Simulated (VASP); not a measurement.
# HfMo: single point with PBE

Crystal: HfMo.

```
Hf Mo
1.0
     1.67120   -2.47247    0.00000
     1.67120    2.47247    0.00000
     0.00000    0.00000    4.44701
Hf Mo
1 1
Direct
  0.00000 0.00000 0.00000
  0.50000 0.50000 0.50000
```

| Item | Value |
| --- | --- |
| Program | VASP 6.6.1 |
| Task | single point |
| Functional | PBE |
| Potentials or basis | VASP PAW PBE potentials, release 64 (Hf_pv, Mo_sv) |
| Cutoff | 520 eV |
| k mesh | 6 × 6 × 4 |
| Occupations | gaussian, width 0.1 eV |
| Spin | no spin polarisation |
| Dipole correction | no |
| Further INCAR settings | ALGO = Normal; EDIFF = 1e-06; NBANDS = 19 |

```json
{
 "Pressure": "-0.1 GPa",
 "Band gap on the k mesh": "zero (bands 12 and 13 overlap by 2.65 eV)"
}
```

Stress tensor (GPa, compression positive):
```
 0.17  0.00  0.00
 0.00 -0.98  0.00
 0.00  0.00  0.53
```

Levels at points of the mesh, in eV from the Fermi level:
```csv
k point,band 9,band 10,band 11,band 12,band 13,band 14,band 15,band 16
"(0.00, 0.00, 0.00)",-3.79,-1.50,-0.36,0.17,1.65,2.01,2.69,2.84
"(0.50, 0.00, 0.00)",-2.59,-1.34,-0.90,-0.33,0.15,1.45,2.68,4.39
"(0.50, 0.50, 0.00)",-3.61,-3.48,-1.81,1.21,3.62,3.87,5.02,5.97
"(0.00, 0.00, 0.50)",-3.96,-0.93,-0.27,0.68,1.19,1.32,1.40,1.80
"(0.50, 0.00, 0.50)",-3.63,-1.73,-1.29,1.89,2.02,2.45,2.65,4.76
"(0.50, 0.50, 0.50)",-2.20,-2.10,-1.46,0.16,0.83,2.16,2.98,3.68
```

Run time: 8.9 s on 1 thread of Intel(R) Xeon(R) 6975P-C (Granite Rapids), on a shared host, peak memory 0.17 GiB.

Caveat: the k points lie up to 0.38 Å⁻¹ apart, too coarse for converged energies and pressures of a metal; spin-orbit coupling is left out, which moves the levels of the heavy elements.
